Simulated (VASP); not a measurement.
# FeSi (P1) in VASP: single point with PBE

Aim: the single point of FeSi with PBE.

Program: VASP 6.6.1. These are calculated values, not measurements. Logs are shortened: lines on timing, memory, paths and dates and some standing lists are left out, and cuts for length are marked.

### Step 1. The cell of the first run

The typed cell holds 8 atoms: a = 4.467 Å, b = 4.467 Å, c = 4.467 Å, α = 90.00°, β = 90.00°, γ = 90.00°.

### Step 2. Single point, PBE, collinear spin, ferromagnetic start (atom 8 moved 0.45 Å)

INCAR

```
SYSTEM = FeSi
PREC = Accurate
ENCUT = 600
EDIFF = 1E-6
ISMEAR = -1
SIGMA = 0.05
LREAL = .False.
LASPH = .True.
NELM = 200
ALGO = Normal
ISIF = 2
LWAVE = .False.
LCHARG = .False.
ISPIN = 2
MAGMOM = 3 3 3 3 0 0 0 0
LORBIT = 11
LMAXMIX = 4
GGA = PE
NBANDS = 38
GGA_COMPAT = .False.
KPAR = 4
```

KPOINTS

```
regular mesh
0
Gamma
  6 6 6
  0 0 0
```

POSCAR

```
FeSi
1.0
    4.4670000000      0.0000000000      0.0000000000
    0.0000000000      4.4670000000      0.0000000000
    0.0000000000      0.0000000000      4.4670000000
Fe Si
4 4
Direct
    0.1421665700      0.1417370900      0.1396578900
    0.3741665700      0.8737370900      0.6396578900
    0.6421665700      0.3737370900      0.8716578900
    0.8741665700      0.6417370900      0.3716578900
    0.8526665700      0.8522370900      0.8501578900
    0.6636665700      0.1632370900      0.3501578900
    0.3526665700      0.6632370900      0.1611578900
    0.0983340300      0.2903403600      0.6158947700
```

Potentials or basis: VASP PAW PBE potentials, release 64 (Fe, Si).

On the command line:

```sh
$ cat potpaw_PBE.64/Fe/POTCAR potpaw_PBE.64/Si/POTCAR > POTCAR
$ mpirun -np 4 vasp_std > vasp.out
```

OUTCAR:

```text
SYSTEM = FeSi
   PREC = Accurate
   ENCUT = 600
   EDIFF = 1E-6
   ISMEAR = -1
   LREAL = .False.
   LASPH = .True.
   NELM = 200
   ISIF = 2
   ISPIN = 2
   LORBIT = 11
   GGA = PE

 ion  position               nearest neighbor table
   1  0.142  0.142  0.140-   8 2.24   5 2.24   7 2.34   6 2.34   8 2.44   6 2.51   7 2.51   4 2.74
                             2 2.74   2 2.74   3 2.74   4 2.74   3 2.74
   2  0.374  0.874  0.640-   8 2.23   6 2.24   5 2.34   7 2.34   7 2.51   5 2.51   4 2.74   1 2.74
                             1 2.74   3 2.74   4 2.74   3 2.74   8 2.88
   3  0.642  0.374  0.872-   7 2.24   6 2.34   5 2.34   8 2.37   5 2.51   6 2.51   8 2.71   4 2.74
                             2 2.74   2 2.74   4 2.74   1 2.74   1 2.74
   4  0.874  0.642  0.372-   8 2.16   6 2.34   7 2.34   5 2.34   6 2.51   5 2.51   7 2.51   1 2.74
                             3 2.74   2 2.74   1 2.74   2 2.74   3 2.74
   5  0.853  0.852  0.850-   1 2.24   2 2.34   4 2.34   3 2.34   8 2.48   3 2.51   2 2.51   4 2.51
                             7 2.76   6 2.76   6 2.76   7 2.76   8 2.93
   6  0.664  0.163  0.350-   2 2.24   3 2.34   4 2.34   1 2.34   8 2.35   1 2.51   3 2.51   4 2.51
                             5 2.76   7 2.76   7 2.76   5 2.76   8 2.85
   7  0.353  0.663  0.161-   3 2.24   1 2.34   4 2.34   2 2.34   2 2.51   1 2.51   4 2.51   5 2.76
                             6 2.76   6 2.76   5 2.76   8 2.86
   8  0.098  0.290  0.616-   4 2.16   2 2.23   1 2.24   6 2.35   3 2.37   1 2.44   5 2.48   3 2.71
                             6 2.85   7 2.86   2 2.88   5 2.93

  LATTYP: Found a simple cubic cell.
 ALAT       =     4.4670000000

  Lattice vectors:

 A1 = (   4.4670000000,   0.0000000000,   0.0000000000)
 A2 = (   0.0000000000,   4.4670000000,   0.0000000000)
 A3 = (   0.0000000000,   0.0000000000,   4.4670000000)

Analysis of symmetry for initial positions (statically):
=====================================================================
 Subroutine PRICEL returns:
 Original cell was already a primitive cell.

 Routine SETGRP: Setting up the symmetry group for a
 simple cubic supercell.

 Subroutine GETGRP returns: Found  1 space group operations
 (whereof  1 operations were pure point group operations)
 out of a pool of 48 trial point group operations.

The static configuration has the point symmetry C_1 .

Analysis of symmetry for dynamics (positions and initial velocities):
=====================================================================
 Subroutine PRICEL returns:
 Original cell was already a primitive cell.

 Routine SETGRP: Setting up the symmetry group for a
 simple cubic supercell.

 Subroutine GETGRP returns: Found  1 space group operations
 (whereof  1 operations were pure point group operations)
 out of a pool of 48 trial point group operations.

The dynamic configuration has the point symmetry C_1 .

Analysis of structural, dynamic, and magnetic symmetry:
=====================================================================
 Subroutine PRICEL returns:
 Original cell was already a primitive cell.

 Routine SETGRP: Setting up the symmetry group for a
 simple cubic supercell.

 Subroutine GETGRP returns: Found  1 space group operations
 (whereof  1 operations were pure point group operations)
 out of a pool of 48 trial point group operations.

The overall configuration has the point symmetry C_1 .

 Subroutine INISYM returns: Found  1 space group operations
 (whereof  1 operations are pure point group operations),
 and found     1 'primitive' translations

----------------------------------------------------------------------------------------

                                     Primitive cell

  volume of cell :      89.1349

  direct lattice vectors                    reciprocal lattice vectors
     4.467000000  0.000000000  0.000000000     0.223863891  0.000000000  0.000000000
     0.000000000  4.467000000  0.000000000     0.000000000  0.223863891  0.000000000
     0.000000000  0.000000000  4.467000000     0.000000000  0.000000000  0.223863891

  length of vectors
     4.467000000  4.467000000  4.467000000     0.223863891  0.223863891  0.223863891

  position of ions in fractional coordinates (direct lattice)
     0.142166570  0.141737090  0.139657890
     0.374166570  0.873737090  0.639657890
     0.642166570  0.373737090  0.871657890
     0.874166570  0.641737090  0.371657890
     0.852666570  0.852237090  0.850157890
     0.663666570  0.163237090  0.350157890
     0.352666570  0.663237090  0.161157890
     0.098334030  0.290340360  0.615894770

  ion indices of the primitive-cell ions
   primitive index   ion index
                 1           1
                 2           2
                 3           3
                 4           4
[... 72 lines left out ...]
   LSORBIT =      F    spin-orbit coupling
   LASPH  =      T    aspherical Exc in radial PAW
   ENCUT  =  600.0 eV  44.10 Ry    6.64 a.u.   8.92  8.92  8.92*2*pi/ulx,y,z
   NELM   =    200;   NELMIN=  2; NELMDL= -5     # of ELM steps
   EDIFF  = 0.1E-05   stopping-criterion for ELM
   LREAL  =      F    real-space projection
   EDIFFG = 0.1E-04   stopping-criterion for IOM
   NSW    =      0    number of steps for IOM
   IBRION =     -1    ionic relax: 0-MD 1-quasi-New 2-CG
   NFREE  =      0    steps in history (QN), initial steepest desc. (CG)
   ISIF   =      2    stress and relaxation
   ISYM   =      2    0-nonsym 1-usesym 2-fastsym
   POTIM  = 0.5000    time-step for ionic-motion
   TEBEG  =    0.0;   TEEND  =   0.0 temperature during run
   PSTRESS=    0.0 pullay stress
   NELECT =      48.0000    total number of electrons
   NUPDOWN=      -1.0000    fix difference up-down
   EMIN   =  10.00;   EMAX   =-10.00  energy-range for DOS
   EFERMI =   0.00;   METHOD = LEGACY
   ISMEAR =    -1;   SIGMA  =   0.05  broadening in eV -4-tet -1-fermi 0-gaus
   EFERMI_NEDOS =   21; number of points for ismear=-14 and -15
   IALGO  =     38    algorithm
   IMIX   =      4    mixing-type and parameters
     AMIX     =   0.40;   BMIX     =  1.00
     AMIX_MAG =   1.60;   BMIX_MAG =  1.00
  volume/ion in A,a.u.               =      11.14        75.19
  Fermi-wavevector in a.u.,A,eV,Ry     =   1.331903  2.516932 24.136270  1.773966
  Thomas-Fermi vector in A             =   2.460879
   LORBIT       =     11    0 simple, 1 ext, 2 COOP (PROOUT), +10 PAW based schemes
   GGA     = PE    functional components
   LHFCALC =     F    Hartree Fock is set to
   AEXX    =    0.0000 exact exchange contribution
   IVDW    =     0    specifies the selected vdW correction
   LEPSILON=     F    determine dielectric tensor
   LRPA    =     F    only Hartree local field effects (RPA)
 spin polarized calculation
  energy-cutoff  :      600.00
  volume of cell :       89.13
 maximum number of plane-waves:      3016
   NGX = 17   NGY = 17   NGZ = 17

 number of electron      48.0000000 magnetization      12.0000000

 number of electron      48.0000021 magnetization       1.6468869

 Free energy of the ion-electron system (eV)
  ---------------------------------------------------
  ext. energy  EPLUGINS =         0.00000000
  ---------------------------------------------------
  free energy    TOTEN  =       -57.85920587 eV

  energy without entropy =      -57.79484587  energy(sigma->0) =      -57.82702587

 E-fermi :   9.6454     XC(G=0): -12.7158

 val. band max:        9.6439876350   @ k =   0.1667   0.1667   0.1667
 cond. band min:       9.6471298067   @ k =   0.3333   0.1667   0.5000
 fundamental gap:      0.0031421717
 Fermi energy:         9.6453844683

 spin component 1

 k-point     1 :       0.0000    0.0000    0.0000
  band No.  band energies     occupation
      1      -3.7484      1.00000
      2       1.0706      1.00000
      3       1.6541      1.00000
      4       2.1890      1.00000
      5       4.2124      1.00000
      6       4.5234      1.00000
[... 925 lines left out ...]
     35      14.6901      0.00000
     36      15.6343      0.00000

 [... further k-points ...]

 spin component 2

 k-point     1 :       0.0000    0.0000    0.0000
  band No.  band energies     occupation
      1      -3.7733      1.00000
      2       1.0587      1.00000
      3       1.6618      1.00000
      4       2.2029      1.00000
      5       4.2572      1.00000
      6       4.5830      1.00000
[... 925 lines left out ...]
     35      14.7925      0.00000
     36      15.6973      0.00000

 [... further k-points ...]

 [bands above 36 left out]

------------------------ aborting loop because EDIFF is reached ----------------------------------------

  FORCE on cell =-STRESS in cart. coord.  units (eV):
  Direction    XX          YY          ZZ          XY          YZ          ZX
  --------------------------------------------------------------------------------------
  -------------------------------------------------------------------------------------
  Total        1.6522133      1.4567491      1.4513280     -0.2693648      0.0058565      0.5799660
  in kB       29.6981123     26.1846936     26.0872498     -4.8417636      0.1052693     10.4247398
  external PRESSURE =      27.3233519 kB  Pullay stress =       0.0000000 kB

 VOLUME and BASIS-vectors are now :
 -----------------------------------------------------------------------------
  energy-cutoff  :      600.00
  volume of cell :       89.13
      direct lattice vectors                 reciprocal lattice vectors
     4.467000000  0.000000000  0.000000000     0.223863891  0.000000000  0.000000000
     0.000000000  4.467000000  0.000000000     0.000000000  0.223863891  0.000000000
     0.000000000  0.000000000  4.467000000     0.000000000  0.000000000  0.223863891

 POSITION                                       TOTAL-FORCE (eV/Angst)
 -----------------------------------------------------------------------------------
      0.63506      0.63314      0.62385         0.234781      0.067327     -0.878935
      1.67140      3.90298      2.85735        -0.062119     -0.604856      0.076859
      2.86856      1.66948      3.89370        -0.519165     -0.578908     -0.536252
      3.90490      2.86664      1.66020        -0.584621      0.817119     -0.527873
      3.80886      3.80694      3.79766        -0.355540     -0.990385      0.099006
      2.96460      0.72918      1.56416        -1.041047      0.065899     -0.911095
      1.57536      2.96268      0.71989        -0.346004      0.032318      0.174508
      0.43926      1.29695      2.75120         2.673715      1.191486      2.503782
 -----------------------------------------------------------------------------------
    total drift:                               -0.000274     -0.000240      0.000321

  FREE ENERGIE OF THE ION-ELECTRON SYSTEM (eV)
  ---------------------------------------------------
  free  energy   TOTEN  =       -57.8592058743 eV

  energy  without entropy=      -57.7948458745  energy(sigma->0) =      -57.82702587

 total charge

# of ion       s       p       d       tot
------------------------------------------
    1        0.443   0.649   6.596   7.687
    2        0.437   0.624   6.557   7.618
    3        0.429   0.614   6.519   7.561
    4        0.441   0.641   6.592   7.674
    5        0.736   0.906   0.000   1.642
    6        0.733   0.918   0.000   1.651
    7        0.742   0.889   0.000   1.632
    8        0.754   0.931   0.000   1.685
--------------------------------------------------
tot          4.714   6.172  26.263  37.150

 magnetization (x)

# of ion       s       p       d       tot
------------------------------------------
    1       -0.002  -0.005   0.324   0.317
    2       -0.000  -0.002   0.484   0.482
    3        0.001   0.001   0.714   0.717
    4       -0.002  -0.004   0.306   0.300
    5       -0.005  -0.018   0.000  -0.023
    6       -0.005  -0.016   0.000  -0.021
    7       -0.005  -0.014   0.000  -0.019
    8       -0.005  -0.016   0.000  -0.021
--------------------------------------------------
tot         -0.023  -0.073   1.828   1.732
```

It took 4.7 min on 4 MPI ranks of Intel Xeon Platinum 8488C (Sapphire Rapids), shared host; peak memory 0.69 GiB.

What came out:

| Quantity | Value |
| --- | --- |
| Free energy | -57.8592 eV |
| Pressure | 2.7 GPa |
| Largest force | 3.852 eV/Å |
| Net moment | 1.65 μB per cell |
| Site moments | Fe +0.32, +0.48, +0.72, +0.30; Si -0.02 μB |
| Valence electrons inside the program's atomic spheres | Fe 7.69, 7.62, 7.56, 7.67; Si 1.64, 1.65, 1.63, 1.69 |

Forces in eV/Å, atoms in the order of the input:
```
Fe   0.235  0.067 -0.879
Fe  -0.062 -0.605  0.077
Fe  -0.519 -0.579 -0.536
Fe  -0.585  0.817 -0.528
Si  -0.356 -0.990  0.099
Si  -1.041  0.066 -0.911
Si  -0.346  0.032  0.175
Si   2.674  1.191  2.504
```

Stress tensor (GPa, compression positive):
```
 2.97 -0.48  1.04
-0.48  2.62  0.01
 1.04  0.01  2.61
```

Caveat: the cell differs from its parent crystal (atom 8 moved 0.45 Å); forces of over 1 eV/Å act on the atoms, so gaps and moduli don't describe the material at rest.
